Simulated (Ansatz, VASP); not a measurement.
# One calculation of BaO, two programs

```
Ba O
1.0
     3.90919    0.00000    0.00000
     1.95459    3.38545    0.00000
     1.95459    1.12848    3.19184
Ba O
1 1
Direct
  0.00000 0.00000 0.00000
  0.50000 0.50000 0.50000
```

Alike in both runs: functional PBE; dispersion D3(BJ); k mesh 8 × 8 × 8; no spin polarisation.

Ansatz relaxed the structure, and its values are those at the end. VASP's run is a single point on that final structure, the one shown.

```csv
,VASP,Ansatz
version,VASP 6.6.1,Ansatz 0.2.0
potentials or method,"VASP PAW PBE potentials, release 64 (Ba_sv, O_h)","plane waves, PAW"
plane-wave cutoff (eV),1340,420
occupations,"gaussian, width 0.01 eV",fixed
valence electrons in the cell,16,16
```

```tsv
	VASP	Ansatz	Ansatz less VASP
pressure (GPa)	1.7	0.0	-1.66
```

Neither program's run includes spin-orbit coupling.
